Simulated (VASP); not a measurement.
# HfPSe (P4/nmm) in VASP: notebook

HfPSe is run at these levels: LDA; tasks: single point.

Everything below comes from runs of VASP 6.6.1. Logs are shortened: lines on timing, memory, paths and dates and some standing lists are left out, and cuts for length are marked.

### 1 The cell of the first run

Symmetry: P4/nmm, No. 129, tetragonal system. The conventional cell has a = 3.704 Å, b = 3.704 Å, c = 8.490 Å, α = 90.00°, β = 90.00°, γ = 90.00°. Hf (site symmetry 4mm) has 5 Se at 2.83 to 3.02 Å and 4 P at 2.88 Å within 3.7 Å. Within 3.5 Å of P (site symmetry -4m2) lie 4 P at 2.62 Å and 4 Hf at 2.88 Å. Se (site symmetry 4mm) has 5 Hf at 2.83 to 3.02 Å and 4 Se at 3.27 Å within 3.7 Å.

### 2 Single point, LDA

File INCAR:

```
ALGO = Normal
EDIFF = 1E-6
ENCUT = 520
ISIF = 2
ISMEAR = -1
LASPH = True
LCHARG = False
LREAL = False
LWAVE = False
NBANDS = 30
NELM = 80
PREC = Accurate
SIGMA = 0.1
```

File KPOINTS:

```
k-points
0
Gamma
  5 5 2
```

File POSCAR:

```
HfPSe
1.0
    3.7043070000      0.0000000000      0.0000000000
    0.0000000000      3.7043070000      0.0000000000
    0.0000000000      0.0000000000      8.4903130000
Hf P Se
2 2 2
Direct
    0.0000000000      0.5000000000      0.2590000000
    0.5000000000      0.0000000000      0.7410000000
    0.0000000000      0.0000000000      0.0000000000
    0.5000000000      0.5000000000      0.0000000000
    0.0000000000      0.5000000000      0.6150000000
    0.5000000000      0.0000000000      0.3850000000
```

Potentials or basis: VASP PAW LDA potentials, release 64 (Hf_pv, P, Se).

Started as:

```sh
> cat potpaw_LDA.64/Hf_pv/POTCAR potpaw_LDA.64/P/POTCAR potpaw_LDA.64/Se/POTCAR > POTCAR
> mpirun -np 1 vasp_std > vasp.out
```

OUTCAR:

```text
EDIFF = 1E-6
   ENCUT = 520
   ISIF = 2
   ISMEAR = -1
   LASPH = True
   LREAL = False
   NELM = 80
   PREC = Accurate

 ion  position               nearest neighbor table
   1  0.000  0.500  0.259-   6 2.83   6 2.83   6 2.83   6 2.83   4 2.88   4 2.88   3 2.88   3 2.88
                             5 3.02
   2  0.500  0.000  0.741-   5 2.83   5 2.83   5 2.83   5 2.83   4 2.88   3 2.88   3 2.88   4 2.88
                             6 3.02
   3  0.000  0.000  0.000-   4 2.62   4 2.62   4 2.62   4 2.62   2 2.88   2 2.88   1 2.88   1 2.88

   4  0.500  0.500  0.000-   3 2.62   3 2.62   3 2.62   3 2.62   2 2.88   1 2.88   1 2.88   2 2.88

   5  0.000  0.500  0.615-   2 2.83   2 2.83   2 2.83   2 2.83   1 3.02
   6  0.500  0.000  0.385-   1 2.83   1 2.83   1 2.83   1 2.83   2 3.02

  LATTYP: Found a simple tetragonal cell.
 ALAT       =     3.7043070000
 C/A-ratio  =     2.2920111643

  Lattice vectors:

 A1 = (   3.7043070000,   0.0000000000,   0.0000000000)
 A2 = (   0.0000000000,   3.7043070000,   0.0000000000)
 A3 = (   0.0000000000,   0.0000000000,   8.4903130000)

Analysis of symmetry for initial positions (statically):
=====================================================================
 Subroutine PRICEL returns:
 Original cell was already a primitive cell.

 Routine SETGRP: Setting up the symmetry group for a
 simple tetragonal supercell.

 Subroutine GETGRP returns: Found 16 space group operations
 (whereof  8 operations were pure point group operations)
 out of a pool of 16 trial point group operations.

The static configuration has the point symmetry D_2d.
 The point group associated with its full space group is D_4h.

Analysis of symmetry for dynamics (positions and initial velocities):
=====================================================================
 Subroutine PRICEL returns:
 Original cell was already a primitive cell.

 Routine SETGRP: Setting up the symmetry group for a
 simple tetragonal supercell.

 Subroutine GETGRP returns: Found 16 space group operations
 (whereof  8 operations were pure point group operations)
 out of a pool of 16 trial point group operations.

The dynamic configuration has the point symmetry D_2d.
 The point group associated with its full space group is D_4h.

 Subroutine INISYM returns: Found 16 space group operations
 (whereof  8 operations are pure point group operations),
 and found     1 'primitive' translations

----------------------------------------------------------------------------------------

                                     Primitive cell

  volume of cell :     116.5031

  direct lattice vectors                    reciprocal lattice vectors
     3.704307000  0.000000000  0.000000000     0.269956027  0.000000000  0.000000000
     0.000000000  3.704307000  0.000000000     0.000000000  0.269956027  0.000000000
     0.000000000  0.000000000  8.490313000     0.000000000  0.000000000  0.117781288

  length of vectors
     3.704307000  3.704307000  8.490313000     0.269956027  0.269956027  0.117781288

  position of ions in fractional coordinates (direct lattice)
     0.000000000  0.500000000  0.259000000
     0.500000000  0.000000000  0.741000000
     0.000000000  0.000000000  0.000000000
     0.500000000  0.500000000  0.000000000
     0.000000000  0.500000000  0.615000000
     0.500000000  0.000000000  0.385000000

  ion indices of the primitive-cell ions
   primitive index   ion index
                 1           1
                 2           2
                 3           3
                 4           4
                 5           5
                 6           6

----------------------------------------------------------------------------------------

 KPOINTS: k-points

Automatic generation of k-mesh.
 Grid dimensions read from file:
 generate k-points for:    5    5    2

 Generating k-lattice:

  Cartesian coordinates                     Fractional coordinates (reciprocal lattice)
     0.053991205  0.000000000  0.000000000     0.200000000  0.000000000  0.000000000
     0.000000000  0.053991205  0.000000000     0.000000000  0.200000000  0.000000000
     0.000000000  0.000000000  0.058890644     0.000000000  0.000000000  0.500000000

  Length of vectors
     0.053991205  0.053991205  0.058890644

  Shift w.r.t. Gamma in fractional coordinates (k-lattice)
     0.000000000  0.000000000  0.000000000

 Subroutine IBZKPT returns following result:
 ===========================================

 Found     12 irreducible k-points:

 Following reciprocal coordinates:
            Coordinates               Weight
  0.000000  0.000000  0.000000      1.000000
  0.200000  0.000000  0.000000      4.000000
  0.400000  0.000000  0.000000      4.000000
  0.200000  0.200000  0.000000      4.000000
  0.400000  0.200000  0.000000      8.000000
  0.400000  0.400000  0.000000      4.000000
  0.000000  0.000000  0.500000      1.000000
  0.200000  0.000000  0.500000      4.000000
  0.400000  0.000000  0.500000      4.000000
  0.200000  0.200000  0.500000      4.000000
  0.400000  0.200000  0.500000      8.000000
  0.400000  0.400000  0.500000      4.000000
   k-points           NKPTS =     12   k-points in BZ     NKDIM =     12   number of bands    NBANDS=     30
   number of dos      NEDOS =    301   number of ions     NIONS =      6
   total plane-waves  NPLWV =  50176
   dimension x,y,z NGX =    28 NGY =   28 NGZ =   64
   dimension x,y,z NGXF=    56 NGYF=   56 NGZF=  128
   ions per type =               2   2   2
   NGX,Y,Z   is equivalent  to a cutoff of  12.57, 12.57, 12.53 a.u.
   NGXF,Y,Z  is equivalent  to a cutoff of  25.13, 25.13, 25.06 a.u.
 SYSTEM =  unknown system
   PREC   = accura    normal or accurate (medium, high low for compatibility)
   ISTART =      0    job   : 0-new  1-cont  2-samecut
   ICHARG =      2    charge: 1-file 2-atom 10-const
   ISPIN  =      1    spin polarized calculation?
   LNONCOLLINEAR =      F non collinear calculations
   LSORBIT =      F    spin-orbit coupling
   LASPH  =      T    aspherical Exc in radial PAW
   ENCUT  =  520.0 eV  38.22 Ry    6.18 a.u.   6.89  6.89 15.79*2*pi/ulx,y,z
   NELM   =     80;   NELMIN=  2; NELMDL= -5     # of ELM steps
   EDIFF  = 0.1E-05   stopping-criterion for ELM
   LREAL  =      F    real-space projection
   EDIFFG = 0.1E-04   stopping-criterion for IOM
   NSW    =      0    number of steps for IOM
   IBRION =     -1    ionic relax: 0-MD 1-quasi-New 2-CG
   NFREE  =      0    steps in history (QN), initial steepest desc. (CG)
   ISIF   =      2    stress and relaxation
   ISYM   =      2    0-nonsym 1-usesym 2-fastsym
   POTIM  = 0.5000    time-step for ionic-motion
   TEBEG  =    0.0;   TEEND  =   0.0 temperature during run
   PSTRESS=    0.0 pullay stress
   NELECT =      42.0000    total number of electrons
   NUPDOWN=      -1.0000    fix difference up-down
   EMIN   =  10.00;   EMAX   =-10.00  energy-range for DOS
   EFERMI =   0.00;   METHOD = LEGACY
   ISMEAR =    -1;   SIGMA  =   0.10  broadening in eV -4-tet -1-fermi 0-gaus
   EFERMI_NEDOS =   21; number of points for ismear=-14 and -15
   IALGO  =     38    algorithm
   IMIX   =      4    mixing-type and parameters
     AMIX     =   0.40;   BMIX     =  1.00
     AMIX_MAG =   1.60;   BMIX_MAG =  1.00
  volume/ion in A,a.u.               =      19.42       131.03
  Fermi-wavevector in a.u.,A,eV,Ry     =   1.165142  2.201798 18.470657  1.357555
  Thomas-Fermi vector in A             =   2.301671
   LORBIT       =      0    0 simple, 1 ext, 2 COOP (PROOUT), +10 PAW based schemes
   GGA     = CA    functional components
   LHFCALC =     F    Hartree Fock is set to
   AEXX    =    0.0000 exact exchange contribution
   IVDW    =     0    specifies the selected vdW correction
   LEPSILON=     F    determine dielectric tensor
   LRPA    =     F    only Hartree local field effects (RPA)
 non-spin polarized calculation
  energy-cutoff  :      520.00
  volume of cell :      116.50
 maximum number of plane-waves:      3156
 NGX is ok and might be reduce to    28
   NGX = 13   NGY = 13   NGZ = 31

 number of electron      41.9999990 magnetization

 Free energy of the ion-electron system (eV)
  ---------------------------------------------------
  ext. energy  EPLUGINS =         0.00000000
  ---------------------------------------------------
  free energy    TOTEN  =       -47.66831761 eV

  energy without entropy =      -47.55488477  energy(sigma->0) =      -47.61160119

 E-fermi :   7.1021     XC(G=0): -11.0742

 val. band max:        7.0730607386   @ k =   0.2000   0.0000   0.0000
 cond. band min:       7.1135210312   @ k =   0.0000   0.0000   0.5000
 fundamental gap:      0.0404602926
 Fermi energy:         7.1020637020

 k-point     1 :       0.0000    0.0000    0.0000
  band No.  band energies     occupation
      1     -25.0707      2.00000
      2     -25.0557      2.00000
      3     -25.0071      2.00000
      4     -25.0071      2.00000
      5     -25.0057      2.00000
      6     -25.0057      2.00000
[... 22 lines left out ...]
     29      10.2874      0.00000
     30      10.3009      0.00000

 k-point     2 :       0.2000    0.0000    0.0000
  band No.  band energies     occupation
      1     -25.0653      2.00000
      2     -25.0530      2.00000
      3     -25.0416      2.00000
      4     -25.0403      2.00000
      5     -25.0036      2.00000
      6     -25.0024      2.00000
[... 22 lines left out ...]
     29       9.9250      0.00000
     30      10.1499      0.00000

 k-point     3 :       0.4000    0.0000    0.0000
  band No.  band energies     occupation
      1     -25.0967      2.00000
      2     -25.0965      2.00000
      3     -25.0544      2.00000
      4     -25.0499      2.00000
      5     -24.9976      2.00000
      6     -24.9972      2.00000
[... 22 lines left out ...]
     29       9.4084      0.00000
     30       9.9164      0.00000

 k-point     4 :       0.2000    0.2000    0.0000
  band No.  band energies     occupation
      1     -25.0602      2.00000
      2     -25.0501      2.00000
      3     -25.0384      2.00000
      4     -25.0383      2.00000
      5     -25.0361      2.00000
      6     -25.0342      2.00000
[... 22 lines left out ...]
     29       9.7866      0.00000
     30      10.2538      0.00000

 k-point     5 :       0.4000    0.2000    0.0000
  band No.  band energies     occupation
      1     -25.0912      2.00000
      2     -25.0910      2.00000
      3     -25.0502      2.00000
      4     -25.0465      2.00000
      5     -25.0301      2.00000
      6     -25.0297      2.00000
[... 22 lines left out ...]
     29      10.0631      0.00000
     30      10.0768      0.00000

 k-point     6 :       0.4000    0.4000    0.0000
  band No.  band energies     occupation
      1     -25.0841      2.00000
      2     -25.0829      2.00000
      3     -25.0815      2.00000
      4     -25.0801      2.00000
      5     -25.0428      2.00000
      6     -25.0414      2.00000
[... 22 lines left out ...]
     29      10.0948      0.00000
     30      10.1237      0.00000

 k-point     7 :       0.0000    0.0000    0.5000
  band No.  band energies     occupation
      1     -25.0648      2.00000
      2     -25.0617      2.00000
      3     -25.0067      2.00000
      4     -25.0067      2.00000
      5     -25.0062      2.00000
      6     -25.0062      2.00000
[... 22 lines left out ...]
     29       9.8686      0.00000
     30       9.8769      0.00000

 k-point     8 :       0.2000    0.0000    0.5000
  band No.  band energies     occupation
      1     -25.0610      2.00000
      2     -25.0578      2.00000
      3     -25.0412      2.00000
      4     -25.0401      2.00000
      5     -25.0032      2.00000
      6     -25.0028      2.00000
[... 22 lines left out ...]
     29       9.7278      0.00000
     30       9.9904      0.00000

 k-point     9 :       0.4000    0.0000    0.5000
  band No.  band energies     occupation
      1     -25.0969      2.00000
      2     -25.0968      2.00000
      3     -25.0522      2.00000
      4     -25.0516      2.00000
      5     -24.9975      2.00000
      6     -24.9973      2.00000
[... 22 lines left out ...]
     29       9.6191      0.00000
     30       9.7579      0.00000

 k-point    10 :       0.2000    0.2000    0.5000
  band No.  band energies     occupation
      1     -25.0570      2.00000
      2     -25.0540      2.00000
      3     -25.0385      2.00000
      4     -25.0374      2.00000
      5     -25.0354      2.00000
      6     -25.0349      2.00000
[... 22 lines left out ...]
     29       9.7325      0.00000
     30      10.0985      0.00000

 k-point    11 :       0.4000    0.2000    0.5000
  band No.  band energies     occupation
      1     -25.0913      2.00000
      2     -25.0912      2.00000
      3     -25.0485      2.00000
      4     -25.0479      2.00000
      5     -25.0300      2.00000
      6     -25.0298      2.00000
[... 22 lines left out ...]
     29       9.9982      0.00000
     30      10.0008      0.00000

 k-point    12 :       0.4000    0.4000    0.5000
  band No.  band energies     occupation
      1     -25.0830      2.00000
      2     -25.0827      2.00000
      3     -25.0817      2.00000
      4     -25.0813      2.00000
      5     -25.0421      2.00000
      6     -25.0419      2.00000
[... 22 lines left out ...]
     29      10.7553      0.00000
     30      11.2383      0.00000

------------------------ aborting loop because EDIFF is reached ----------------------------------------

  FORCE on cell =-STRESS in cart. coord.  units (eV):
  Direction    XX          YY          ZZ          XY          YZ          ZX
  --------------------------------------------------------------------------------------
  -------------------------------------------------------------------------------------
  Total       -8.8705287     -8.8705287    -13.4833312      0.0000000      0.0000000     -0.0000000
  in kB     -121.9894968   -121.9894968   -185.4257908      0.0000000      0.0000000     -0.0000000
  external PRESSURE =    -143.1349281 kB  Pullay stress =       0.0000000 kB

 VOLUME and BASIS-vectors are now :
 -----------------------------------------------------------------------------
  energy-cutoff  :      520.00
  volume of cell :      116.50
      direct lattice vectors                 reciprocal lattice vectors
     3.704307000  0.000000000  0.000000000     0.269956027  0.000000000  0.000000000
     0.000000000  3.704307000  0.000000000     0.000000000  0.269956027  0.000000000
     0.000000000  0.000000000  8.490313000     0.000000000  0.000000000  0.117781288

 POSITION                                       TOTAL-FORCE (eV/Angst)
 -----------------------------------------------------------------------------------
      0.00000      1.85215      2.19899         0.000000     -0.000000     -1.530244
      1.85215      0.00000      6.29132        -0.000000     -0.000000      1.530244
      0.00000      0.00000      0.00000         0.000000      0.000000      0.000000
      1.85215      1.85215      0.00000         0.000000     -0.000000      0.000000
      0.00000      1.85215      5.22154         0.000000     -0.000000      0.594017
      1.85215      0.00000      3.26877         0.000000     -0.000000     -0.594017
 -----------------------------------------------------------------------------------
    total drift:                                0.000000      0.000000     -0.000000

  FREE ENERGIE OF THE ION-ELECTRON SYSTEM (eV)
  ---------------------------------------------------
  free  energy   TOTEN  =       -47.6683176067 eV

  energy  without entropy=      -47.5548847747  energy(sigma->0) =      -47.61160119
```

It took 68 s on 1 thread of AMD EPYC 7R13, shared host; peak memory 0.17 GiB.

What came out:

```yaml
Free_energy: -47.6683 eV
Pressure: -14.3 GPa
Largest_force: 1.530 eV/Å
Band_gap_on_the_k_mesh: zero (band 21 reaches 7.92 eV, above the bottom of band 22 at 6.37 eV)
```

Forces in eV/Å, atoms in the order of the input:
```
Hf   0.000  0.000 -1.530
Hf   0.000  0.000  1.530
P    0.000  0.000  0.000
P    0.000  0.000  0.000
Se   0.000  0.000  0.594
Se   0.000  0.000 -0.594
```

Levels at points of the mesh, in eV from the Fermi level:
```
           k point  band 17  band 18  band 19  band 20  band 21  band 22  band 23  band 24  band 25  band 26
(0.00, 0.00, 0.00)    -2.96    -2.22    -2.17    -2.17    -1.47    -0.73     0.69     0.69     0.96     1.15
(0.00, 0.00, 0.50)    -3.90    -3.09    -2.11    -2.11    -1.14     0.01     0.86     0.86     1.04     1.05
```

Caveat: the k points lie up to 0.37 Å⁻¹ apart; spin-orbit coupling is left out, which moves the levels of the heavy elements; forces of over 1 eV/Å act on the atoms, so gaps and moduli don't describe the material at rest.

### 3 Single point, LDA

File INCAR:

```
ALGO = Normal ; EDIFF = 1E-6
ENCUT = 520 ; GGA = CA
ISIF = 2 ; ISMEAR = -1
LASPH = True ; LCHARG = True
LELF = True ; LREAL = False
LVHAR = True ; LWAVE = False
NBANDS = 30 ; NELM = 60
PREC = Accurate ; SIGMA = 0.1
```

File KPOINTS:

```
Automatic mesh
0
Gamma
  5 5 2
  0.5 0.5 0.5
```

POSCAR is that of step 2.

Potentials or basis: VASP PAW LDA potentials, release 64 (Hf_pv, P, Se).

Started as:

```sh
> cat potpaw_LDA.64/Hf_pv/POTCAR potpaw_LDA.64/P/POTCAR potpaw_LDA.64/Se/POTCAR > POTCAR
> mpirun -np 1 vasp_std > vasp.out
```

Run time: 41 s. Hardware: 1 thread of AMD EPYC 7R13, shared host; peak memory 0.15 GiB.

Results (log left out):

```
Free energy            : -47.6896 eV
Pressure               : -14.4 GPa
Largest force          : 1.990 eV/Å
Band gap on the k mesh : zero (band 21 reaches 7.85 eV, above the bottom of band 22 at 6.67 eV)
```

Forces in eV/Å, atoms in the order of the input:
```
Hf   0.000  0.000 -1.990
Hf   0.000  0.000  1.990
P    0.000  0.000  0.000
P    0.000  0.000  0.000
Se   0.000  0.000  0.576
Se   0.000  0.000 -0.576
```

Stress tensor (GPa, compression positive):
```
-11.32   0.00   0.00
  0.00 -11.32   0.00
  0.00   0.00 -20.49
```

Levels at points of the mesh, in eV from the Fermi level:
| k point | band 16 | band 17 | band 18 | band 19 | band 20 | band 21 | band 22 | band 23 | band 24 | band 25 |
| --- | --- | --- | --- | --- | --- | --- | --- | --- | --- | --- |
| (0.10, 0.10, 0.25) | -3.59 | -3.10 | -3.09 | -2.42 | -2.37 | -0.72 | -0.48 | 0.18 | 0.61 | 1.01 |

Caveat: the k points lie up to 0.37 Å⁻¹ apart; spin-orbit coupling is left out, which moves the levels of the heavy elements; forces of over 1 eV/Å act on the atoms, so gaps and moduli don't describe the material at rest.
